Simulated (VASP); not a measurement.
A run of VASP 6.6.1 is set up as follows.

INCAR

```
SYSTEM = KNbO3
  PREC = Accurate
  ENCUT = 600
  EDIFF = 1E-6
  ISMEAR = 0
  SIGMA = 0.01
  LREAL = .False.
  LASPH = .True.
  NELM = 200
  ALGO = Normal
  ISIF = 2
  LWAVE = .False.
  LCHARG = .True.
  LMAXMIX = 4
  LDAU = .True.
  LDAUTYPE = 2
  LDAUL = -1 2 -1
  LDAUU = 0 4 0
  LDAUJ = 0 0 0
  LDAUPRINT = 1
  GGA = LIBXC
  LIBXC1 = GGA_X_PBE_R
  LIBXC2 = GGA_C_LYP
  LELF = .True.
  LVHAR = .True.
  NBANDS = 28
  GGA_COMPAT = .False.
```

File KPOINTS:

```
Automatic mesh
0
Gamma
  3 3 3
  0 0 0
```

The input POSCAR:

```
KNbO3
1.0
    3.9960000000      0.0000000000      0.0000000000
    0.0000000000      3.9960000000      0.0000000000
    0.0000000000      0.0000000000      4.0630000000
K Nb O
1 1 3
Direct
    0.0000000000      0.0000000000      0.0180000000
    0.5000000000      0.5000000000      0.5000000000
    0.5000000000      0.5000000000      0.0440000000
    0.5000000000      0.0000000000      0.5400000000
    0.0000000000      0.5000000000      0.5400000000
```

Potentials or basis: VASP PAW PBE potentials, release 64 (K_sv, Nb_sv, O).

Run with:

```bash
$ cat potpaw_PBE.64/K_sv/POTCAR potpaw_PBE.64/Nb_sv/POTCAR potpaw_PBE.64/O/POTCAR > POTCAR
$ mpirun -np 1 vasp_std > vasp.out
```

(1) Estimate the largest force.

(2) What does it give for the band gap on the k mesh?

(3) Predict the pressure.

Results:

(1) 1.102 eV/Å.

(2) 2.49 eV (least direct gap 2.99 eV).

(3) 13.8 GPa.

Caveat: the k points lie up to 0.52 Å⁻¹ apart; the PAW data sets were made with another functional, which shifts forces and pressure a little.
